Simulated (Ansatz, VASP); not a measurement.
# TiO2: VASP beside Ansatz

```
CELL_PARAMETERS angstrom
2.65533 -2.65540 -0.01981
2.65533 2.65540 -0.01981
-2.61931 0.00000 4.82995
ATOMIC_POSITIONS crystal
Ti 0.12501 0.87499 0.25000
Ti 0.87499 0.12501 0.75000
O 0.32102 0.07104 0.64205
O 0.67898 0.92896 0.35795
O 0.92896 0.67898 0.85795
O 0.07104 0.32102 0.14205
```

Alike in both runs: task single point; functional PBE; k mesh 6 × 6 × 6; occupations gaussian, width 0.05 eV; no spin polarisation; Hubbard terms Ti d U = 4.0 eV.

```csv
,VASP,Ansatz
version,VASP 6.6.1,Ansatz 0.2.0
potentials or method,"VASP PAW PBE potentials, release 64 (Ti_sv, O), cutoff 520 eV","scalar-relativistic, plane waves, PAW"
valence electrons in the cell,48,48
```

|  | VASP | Ansatz | Ansatz less VASP |
| --- | --- | --- | --- |
| gap on the k mesh at the Fermi level (eV) | 2.91 | 2.92 | +0.006 |
| least direct gap on the mesh (eV) | 3.15 | 3.14 | -0.014 |
| pressure (GPa) | 23.0 | 17.9 | -5.11 |
| traceless stress, the component that is largest in VASP (GPa) | 15.23 | 14.65 | -0.576 |
| rms of the force components (eV/Å) | 1.152 | 1.039 | -0.1130 |

The programs project onto different local orbitals, so the same U acts differently, and such runs can settle in different states. Atom by atom the forces differ by 0.113 eV/Å (rms over components).
